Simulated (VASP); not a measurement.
# MgCd3O (Pm-3m) in VASP: further runs

Runs on MgCd3O. Level: PBE. Tasks: single point.

Program: VASP 6.6.1. These are calculated values, not measurements. Logs are shortened: lines on timing, memory, paths and dates and some standing lists are left out, and cuts for length are marked.

**1. The cell of the first run**

It takes space group Pm-3m (No. 221, cubic). The conventional cell has a = 4.690 Å, b = 4.690 Å, c = 4.690 Å, α = 90.00°, β = 90.00°, γ = 90.00°. Mg (site symmetry m-3m) has 12 Cd at 3.32 Å and 8 O at 4.06 Å within 4.4 Å. Cd (site symmetry 4/mmm) has 2 O at 2.34 Å within 3.1 Å. O (site symmetry m-3m) has 6 Cd at 2.34 Å within 3.1 Å.

**2. Single point, PBE**

INCAR reads:

```
PREC     = Accurate       # precision mode
ENCUT    = 600            # plane-wave cutoff, eV
EDIFF    = 1E-6           # SCF threshold, eV
ISMEAR   = 0              # smearing method
SIGMA    = 0.1            # smearing width, eV
LREAL    = F              # projectors in reciprocal space
LASPH    = T              # aspherical terms in the spheres
NELM     = 120            # most SCF steps
ALGO     = Normal         # electronic algorithm
ISIF     = 2              # what is computed and relaxed
LWAVE    = F              # write WAVECAR
LCHARG   = T              # write CHGCAR
GGA      = PE             # functional
LELF     = T              # ELF
LVHAR    = T            
NBANDS   = 30             # bands
GGA_COMPAT= F
```

KPOINTS reads:

```
regular mesh
0
Gamma
  4 4 4
```

POSCAR reads:

```
MgCd3O
1.0
    4.6895686063      0.0000000000      0.0000000000
    0.0000000000      4.6895686063      0.0000000000
    0.0000000000      0.0000000000      4.6895686063
Mg Cd O
1 3 1
Direct
    0.0000000000      0.0000000000      0.0000000000
    0.0000000000      0.5000000000      0.5000000000
    0.5000000000      0.0000000000      0.5000000000
    0.5000000000      0.5000000000      0.0000000000
    0.5000000000      0.5000000000      0.5000000000
```

Potentials or basis: VASP PAW PBE potentials, release 64 (Mg, Cd, O).

The run is started by

```sh
> cat potpaw_PBE.64/Mg/POTCAR potpaw_PBE.64/Cd/POTCAR potpaw_PBE.64/O/POTCAR > POTCAR
> mpirun -np 1 vasp_std > vasp.out
```

OUTCAR:

```text
PREC = Accurate
   ENCUT = 600
   EDIFF = 1E-6
   ISMEAR = 0
   LREAL = F
   LASPH = T
   NELM = 120
   ISIF = 2
   GGA = PE

 ion  position               nearest neighbor table
   1  0.000  0.000  0.000-   2 3.32   3 3.32   4 3.32   2 3.32   3 3.32   2 3.32   4 3.32   2 3.32
                             3 3.32   4 3.32   3 3.32   4 3.32
   2  0.000  0.500  0.500-   5 2.34   5 2.34   4 3.32   1 3.32   1 3.32   4 3.32   1 3.32   3 3.32
                             1 3.32   3 3.32   4 3.32   3 3.32   4 3.32   3 3.32
   3  0.500  0.000  0.500-   5 2.34   5 2.34   4 3.32   1 3.32   1 3.32   4 3.32   2 3.32   4 3.32
                             2 3.32   4 3.32   1 3.32   2 3.32   1 3.32   2 3.32
   4  0.500  0.500  0.000-   5 2.34   5 2.34   3 3.32   1 3.32   2 3.32   3 3.32   2 3.32   1 3.32
                             3 3.32   3 3.32   1 3.32   2 3.32   2 3.32   1 3.32
   5  0.500  0.500  0.500-   2 2.34   3 2.34   4 2.34   4 2.34   3 2.34   2 2.34

  LATTYP: Found a simple cubic cell.
 ALAT       =     4.6895686063

  Lattice vectors:

 A1 = (   4.6895686063,   0.0000000000,   0.0000000000)
 A2 = (   0.0000000000,   4.6895686063,   0.0000000000)
 A3 = (   0.0000000000,   0.0000000000,   4.6895686063)

Analysis of symmetry for initial positions (statically):
=====================================================================
 Subroutine PRICEL returns:
 Original cell was already a primitive cell.

 Routine SETGRP: Setting up the symmetry group for a
 simple cubic supercell.

 Subroutine GETGRP returns: Found 48 space group operations
 (whereof 48 operations were pure point group operations)
 out of a pool of 48 trial point group operations.

The static configuration has the point symmetry O_h .

Analysis of symmetry for dynamics (positions and initial velocities):
=====================================================================
 Subroutine PRICEL returns:
 Original cell was already a primitive cell.

 Routine SETGRP: Setting up the symmetry group for a
 simple cubic supercell.

 Subroutine GETGRP returns: Found 48 space group operations
 (whereof 48 operations were pure point group operations)
 out of a pool of 48 trial point group operations.

The dynamic configuration has the point symmetry O_h .

 Subroutine INISYM returns: Found 48 space group operations
 (whereof 48 operations are pure point group operations),
 and found     1 'primitive' translations

----------------------------------------------------------------------------------------

                                     Primitive cell

  volume of cell :     103.1332

  direct lattice vectors                    reciprocal lattice vectors
     4.689568606  0.000000000  0.000000000     0.213239230  0.000000000  0.000000000
     0.000000000  4.689568606  0.000000000     0.000000000  0.213239230  0.000000000
     0.000000000  0.000000000  4.689568606     0.000000000  0.000000000  0.213239230

  length of vectors
     4.689568606  4.689568606  4.689568606     0.213239230  0.213239230  0.213239230

  position of ions in fractional coordinates (direct lattice)
     0.000000000  0.000000000  0.000000000
     0.000000000  0.500000000  0.500000000
     0.500000000  0.000000000  0.500000000
     0.500000000  0.500000000  0.000000000
     0.500000000  0.500000000  0.500000000

  ion indices of the primitive-cell ions
   primitive index   ion index
                 1           1
                 2           2
                 3           3
                 4           4
                 5           5

----------------------------------------------------------------------------------------

 KPOINTS: regular mesh

Automatic generation of k-mesh.
 Grid dimensions read from file:
 generate k-points for:    4    4    4

 Generating k-lattice:

  Cartesian coordinates                     Fractional coordinates (reciprocal lattice)
     0.053309808  0.000000000  0.000000000     0.250000000  0.000000000  0.000000000
     0.000000000  0.053309808  0.000000000     0.000000000  0.250000000  0.000000000
     0.000000000  0.000000000  0.053309808     0.000000000  0.000000000  0.250000000

  Length of vectors
     0.053309808  0.053309808  0.053309808

  Shift w.r.t. Gamma in fractional coordinates (k-lattice)
     0.000000000  0.000000000  0.000000000

 Subroutine IBZKPT returns following result:
 ===========================================

 Found     10 irreducible k-points:

 Following reciprocal coordinates:
            Coordinates               Weight
  0.000000  0.000000  0.000000      1.000000
  0.250000  0.000000  0.000000      6.000000
  0.500000  0.000000  0.000000      3.000000
  0.250000  0.250000  0.000000     12.000000
  0.500000  0.250000  0.000000     12.000000
  0.500000  0.500000  0.000000      3.000000
  0.250000  0.250000  0.250000      8.000000
  0.500000  0.250000  0.250000     12.000000
  0.500000  0.500000  0.250000      6.000000
  0.500000  0.500000  0.500000      1.000000
   k-points           NKPTS =     10   k-points in BZ     NKDIM =     10   number of bands    NBANDS=     30
   number of dos      NEDOS =    301   number of ions     NIONS =      5
   total plane-waves  NPLWV =  64000
   dimension x,y,z NGX =    40 NGY =   40 NGZ =   40
   dimension x,y,z NGXF=    80 NGYF=   80 NGZF=   80
   ions per type =               1   3   1
   NGX,Y,Z   is equivalent  to a cutoff of  14.18, 14.18, 14.18 a.u.
   NGXF,Y,Z  is equivalent  to a cutoff of  28.36, 28.36, 28.36 a.u.
 SYSTEM =  unknown system
   PREC   = accura    normal or accurate (medium, high low for compatibility)
   ISTART =      0    job   : 0-new  1-cont  2-samecut
   ICHARG =      2    charge: 1-file 2-atom 10-const
   ISPIN  =      1    spin polarized calculation?
   LNONCOLLINEAR =      F non collinear calculations
   LSORBIT =      F    spin-orbit coupling
   LASPH  =      T    aspherical Exc in radial PAW
   ENCUT  =  600.0 eV  44.10 Ry    6.64 a.u.   9.37  9.37  9.37*2*pi/ulx,y,z
   NELM   =    120;   NELMIN=  2; NELMDL= -5     # of ELM steps
   EDIFF  = 0.1E-05   stopping-criterion for ELM
   LREAL  =      F    real-space projection
   EDIFFG = 0.1E-04   stopping-criterion for IOM
   NSW    =      0    number of steps for IOM
   IBRION =     -1    ionic relax: 0-MD 1-quasi-New 2-CG
   NFREE  =      0    steps in history (QN), initial steepest desc. (CG)
   ISIF   =      2    stress and relaxation
   ISYM   =      2    0-nonsym 1-usesym 2-fastsym
   POTIM  = 0.5000    time-step for ionic-motion
   TEBEG  =    0.0;   TEEND  =   0.0 temperature during run
   PSTRESS=    0.0 pullay stress
   NELECT =      44.0000    total number of electrons
   NUPDOWN=      -1.0000    fix difference up-down
   EMIN   =  10.00;   EMAX   =-10.00  energy-range for DOS
   EFERMI =   0.00;   METHOD = LEGACY
   ISMEAR =     0;   SIGMA  =   0.10  broadening in eV -4-tet -1-fermi 0-gaus
   EFERMI_NEDOS =   21; number of points for ismear=-14 and -15
   IALGO  =     38    algorithm
   IMIX   =      4    mixing-type and parameters
     AMIX     =   0.40;   BMIX     =  1.00
     AMIX_MAG =   1.60;   BMIX_MAG =  1.00
  volume/ion in A,a.u.               =      20.63       139.20
  Fermi-wavevector in a.u.,A,eV,Ry     =   1.232422  2.328940 20.665404  1.518864
  Thomas-Fermi vector in A             =   2.367193
   LORBIT       =      0    0 simple, 1 ext, 2 COOP (PROOUT), +10 PAW based schemes
   GGA     = PE    functional components
   LHFCALC =     F    Hartree Fock is set to
   AEXX    =    0.0000 exact exchange contribution
   IVDW    =     0    specifies the selected vdW correction
   LEPSILON=     F    determine dielectric tensor
   LRPA    =     F    only Hartree local field effects (RPA)
 non-spin polarized calculation
 Gauss-broadening in eV      SIGMA  =   0.10
  energy-cutoff  :      600.00
  volume of cell :      103.13
 maximum number of plane-waves:      3468
 NGX is ok and might be reduce to    40
   NGX = 19   NGY = 19   NGZ = 19

 number of electron      44.0000017 magnetization

 Free energy of the ion-electron system (eV)
  ---------------------------------------------------
  ext. energy  EPLUGINS =         0.00000000
  ---------------------------------------------------
  free energy    TOTEN  =        -9.36532800 eV

  energy without entropy =       -9.35495787  energy(sigma->0) =       -9.36014293

 E-fermi :   2.3924     XC(G=0): -10.0652

 val. band max:        2.1887239846   @ k =   0.5000   0.5000   0.5000
 cond. band min:       2.4072647997   @ k =   0.5000   0.2500   0.0000
 fundamental gap:      0.2185408151
 Fermi energy:         2.3923979565

 k-point     1 :       0.0000    0.0000    0.0000
  band No.  band energies     occupation
      1     -16.2809      2.00000
      2      -6.6897      2.00000
      3      -6.6897      2.00000
      4      -6.6897      2.00000
      5      -6.5472      2.00000
      6      -6.5472      2.00000
[... 22 lines left out ...]
     29       8.5282      0.00000
     30      10.8871      0.00000

 k-point     2 :       0.2500    0.0000    0.0000
  band No.  band energies     occupation
      1     -16.2264      2.00000
      2      -6.6594      2.00000
      3      -6.6054      2.00000
      4      -6.6054      2.00000
      5      -6.5281      2.00000
      6      -6.4566      2.00000
[... 22 lines left out ...]
     29       7.8304      0.00000
     30       9.7141      0.00000

 k-point     3 :       0.5000    0.0000    0.0000
  band No.  band energies     occupation
      1     -16.1702      2.00000
      2      -6.6385      2.00000
      3      -6.6237      2.00000
      4      -6.5116      2.00000
      5      -6.4092      2.00000
      6      -6.4092      2.00000
[... 22 lines left out ...]
     29       8.4313      0.00000
     30      10.8615      0.00000

 k-point     4 :       0.2500    0.2500    0.0000
  band No.  band energies     occupation
      1     -16.1714      2.00000
      2      -6.6410      2.00000
      3      -6.6353      2.00000
      4      -6.5167      2.00000
      5      -6.4869      2.00000
      6      -6.4057      2.00000
[... 22 lines left out ...]
     29       8.2812      0.00000
     30       8.6861      0.00000

 k-point     5 :       0.5000    0.2500    0.0000
  band No.  band energies     occupation
      1     -16.1148      2.00000
      2      -6.7644      2.00000
      3      -6.5967      2.00000
      4      -6.5931      2.00000
      5      -6.4398      2.00000
      6      -6.3981      2.00000
[... 22 lines left out ...]
     29       8.5296      0.00000
     30       8.8296      0.00000

 k-point     6 :       0.5000    0.5000    0.0000
  band No.  band energies     occupation
      1     -16.0577      2.00000
      2      -6.8650      2.00000
      3      -6.8650      2.00000
      4      -6.5669      2.00000
      5      -6.4647      2.00000
      6      -6.3574      2.00000
[... 22 lines left out ...]
     29       7.3022      0.00000
     30       8.7754      0.00000

 k-point     7 :       0.2500    0.2500    0.2500
  band No.  band energies     occupation
      1     -16.1160      2.00000
      2      -6.7324      2.00000
      3      -6.6262      2.00000
      4      -6.6262      2.00000
      5      -6.4679      2.00000
      6      -6.4529      2.00000
[... 22 lines left out ...]
     29       9.3199      0.00000
     30       9.8857      0.00000

 k-point     8 :       0.5000    0.2500    0.2500
  band No.  band energies     occupation
      1     -16.0589      2.00000
      2      -6.8750      2.00000
      3      -6.7439      2.00000
      4      -6.6829      2.00000
      5      -6.5517      2.00000
      6      -6.4651      2.00000
[... 22 lines left out ...]
     29       8.9346      0.00000
     30       8.9724      0.00000

 k-point     9 :       0.5000    0.5000    0.2500
  band No.  band energies     occupation
      1     -16.0013      2.00000
      2      -6.9705      2.00000
      3      -6.9705      2.00000
      4      -6.7945      2.00000
      5      -6.6243      2.00000
      6      -6.4121      2.00000
[... 22 lines left out ...]
     29      10.2629      0.00000
     30      10.2629      0.00000

 k-point    10 :       0.5000    0.5000    0.5000
  band No.  band energies     occupation
      1     -15.9431      2.00000
      2      -7.0640      2.00000
      3      -7.0640      2.00000
      4      -7.0640      2.00000
      5      -6.7102      2.00000
      6      -6.4269      2.00000
[... 22 lines left out ...]
     29      12.8497      0.00000
     30      13.0983      0.00000

------------------------ aborting loop because EDIFF is reached ----------------------------------------

  FORCE on cell =-STRESS in cart. coord.  units (eV):
  Direction    XX          YY          ZZ          XY          YZ          ZX
  --------------------------------------------------------------------------------------
  -------------------------------------------------------------------------------------
  Total        0.2439501      0.2439501      0.2439501     -0.0000000      0.0000000     -0.0000000
  in kB        3.7897707      3.7897707      3.7897707     -0.0000000      0.0000000     -0.0000000
  external PRESSURE =       3.7897707 kB  Pullay stress =       0.0000000 kB

 VOLUME and BASIS-vectors are now :
 -----------------------------------------------------------------------------
  energy-cutoff  :      600.00
  volume of cell :      103.13
      direct lattice vectors                 reciprocal lattice vectors
     4.689568606  0.000000000  0.000000000     0.213239230  0.000000000  0.000000000
     0.000000000  4.689568606  0.000000000     0.000000000  0.213239230  0.000000000
     0.000000000  0.000000000  4.689568606     0.000000000  0.000000000  0.213239230

 POSITION                                       TOTAL-FORCE (eV/Angst)
 -----------------------------------------------------------------------------------
      0.00000      0.00000      0.00000         0.000000      0.000000      0.000000
      0.00000      2.34478      2.34478         0.000000      0.000000      0.000000
      2.34478      0.00000      2.34478         0.000000      0.000000      0.000000
      2.34478      2.34478      0.00000         0.000000      0.000000      0.000000
      2.34478      2.34478      2.34478         0.000000      0.000000      0.000000
 -----------------------------------------------------------------------------------
    total drift:                                0.000000     -0.000000     -0.000000

  FREE ENERGIE OF THE ION-ELECTRON SYSTEM (eV)
  ---------------------------------------------------
  free  energy   TOTEN  =        -9.3653280023 eV

  energy  without entropy=       -9.3549578664  energy(sigma->0) =       -9.36014293
```

Run time: 50 s. Hardware: 1 thread of AMD EPYC 9R45 (Zen 5), shared host; peak memory 0.22 GiB.

Results:

```
Free energy            : -9.3653 eV
Pressure               : 0.4 GPa
Band gap on the k mesh : zero (band 22 reaches 3.55 eV, above the bottom of band 23 at 1.81 eV)
```

**3. Single point, PBE**

This run uses another cell than the first one, of 20.95 Å³/atom, 1.016 times its volume.

INCAR reads:

```
PREC = Accurate ; ENCUT = 600
EDIFF = 1E-6 ; ISMEAR = 0
SIGMA = 0.1 ; LREAL = F
LASPH = T ; NELM = 120
ALGO = Normal ; ISIF = 2
LWAVE = F ; LCHARG = T
GGA = PE ; LELF = T
LVHAR = T ; NBANDS = 30
GGA_COMPAT = F
```

KPOINTS is that of step 2.

POSCAR: that of step 2 with these lines changed.

```diff
@@ -2,5 +2,5 @@
 1.0
-    4.6895686063      0.0000000000      0.0000000000
-    0.0000000000      4.6895686063      0.0000000000
-    0.0000000000      0.0000000000      4.6895686063
+    4.7137113800      0.0000000000      0.0000000000
+    0.0000000000      4.7137113800      0.0000000000
+    0.0000000000      0.0000000000      4.7137113800
 Mg Cd O
```

Potentials or basis: VASP PAW PBE potentials, release 64 (Mg, Cd, O).

The run is started by

```sh
> cat potpaw_PBE.64/Mg/POTCAR potpaw_PBE.64/Cd/POTCAR potpaw_PBE.64/O/POTCAR > POTCAR
> mpirun -np 1 vasp_std > vasp.out
```

It took 49 s on 1 thread of AMD EPYC 9R45 (Zen 5), shared host; peak memory 0.21 GiB.

It converged, with:

| Property | Result |
| --- | --- |
| Free energy | -9.3660 eV |
| Pressure | -0.5 GPa |
| Band gap on the k mesh | zero (band 22 reaches 3.39 eV, above the bottom of band 23 at 1.70 eV) |

Levels at points of the mesh, in eV from the Fermi level:
```csv
k point,band 20,band 21,band 22,band 23,band 24,band 25
"(0.00, 0.00, 0.00)",-4.60,0.20,0.20,1.12,1.12,1.12
"(0.50, 0.00, 0.00)",-4.09,-1.68,1.10,1.97,1.97,2.56
"(0.50, 0.50, 0.00)",-2.96,-2.00,-0.43,-0.43,3.30,3.30
"(0.50, 0.50, 0.50)",-1.72,-1.72,-1.72,-0.24,1.23,1.23
```
